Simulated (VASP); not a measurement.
Write the native input for VASP 6.6.1 that does the following.

- Task: single point
- Functional: PBE
- Dispersion: D3(BJ)
- Potentials or basis: VASP PAW PBE potentials, release 64 (Zr_sv, B)
- Cutoff: 500 eV
- k mesh: 8 × 8 × 8
- Occupations: gaussian, width 0.05 eV
- Spin: no spin polarisation
- Dipole correction: no
- Further INCAR settings: ALGO = Normal; EDIFF = 1e-06; NBANDS = 14

The structure of ZrB lies in POSCAR:

```
ZrB
1.0
    0.0000000000      2.4625482881      2.4625482881
    2.4625482881      0.0000000000      2.4625482881
    2.4625482881      2.4625482881      0.0000000000
Zr B
1 1
Direct
    0.5000000000      0.5000000000      0.5000000000
    0.0000000000      0.0000000000      0.0000000000
```

This cell differs from its parent crystal: volume scaled by 1.04.

One way to write it, as run:

INCAR

```
SYSTEM = ZrB
PREC = Accurate ; ENCUT = 500
EDIFF = 1E-6 ; ISMEAR = 0
SIGMA = 0.05 ; LREAL = .FALSE.
LASPH = .TRUE. ; NELM = 120
ALGO = Normal ; ISIF = 2
LWAVE = .FALSE. ; LCHARG = .FALSE.
GGA = PE ; IVDW = 12
NBANDS = 14 ; GGA_COMPAT = .FALSE.
```

KPOINTS

```
regular mesh
0
G
  8 8 8
  0 0 0
```

Potentials or basis: VASP PAW PBE potentials, release 64 (Zr_sv, B).

The run is started by

```bash
$ cat potpaw_PBE.64/Zr_sv/POTCAR potpaw_PBE.64/B/POTCAR > POTCAR
$ mpirun -np 1 vasp_std > vasp.out
```

Results of the run:

```yaml
Pressure: -6.0 GPa
Dispersion_energy_per_atom: -0.377 eV
```

Caveat: pairwise dispersion overbinds metals, which lowers pressure and volume.

It took 11 s on 1 thread of Intel(R) Xeon(R) Platinum 8488C (Sapphire Rapids), on a shared host, peak memory 0.17 GiB.
